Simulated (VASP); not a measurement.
Cr, 2 atoms in the cell. It takes space group P6_3/mmc (No. 194, hexagonal). Conventional cell: a = 2.714 Å, b = 2.714 Å, c = 4.410 Å, α = 90.00°, β = 90.00°, γ = 120.00°. Within 3.6 Å of Cr (site symmetry -6m2) lie 12 Cr at 2.71 Å. This isn't the form of Cr at room conditions, which is bcc.

* Program: VASP 6.6.1
* Task: single point
* Functional: r2SCAN
* Potentials or basis: VASP PAW PBE potentials, release 64 (Cr_pv)
* Cutoff: 550 eV
* k mesh: 6 × 6 × 3
* Occupations: fermi-dirac, width 0.3 eV
* Spin: collinear spin, antiferromagnetic start
* Starting moments: [3.0, -3.0] μB
* Dipole correction: no
* Further INCAR settings: ALGO = Normal; EDIFF = 1e-06; NBANDS = 23

Potentials or basis: VASP PAW PBE potentials, release 64 (Cr_pv).

The run is started by

```bash
$ cat potpaw_PBE.64/Cr_pv/POTCAR > POTCAR
$ cp INCAR.step1 INCAR
$ mpirun -np 1 vasp_std > vasp.out
$ cp INCAR.step2 INCAR
$ mpirun -np 1 vasp_std > vasp.out
```

Hardware: 1 thread of AMD EPYC 7R13 Processor (Zen 3) (shared host).

Q: How long does it take, and how much memory?

A: Run time: 2.2 min on 1 thread of AMD EPYC 7R13 Processor (Zen 3), with other jobs on the host, peak memory 0.15 GiB. Counts: k points 14.
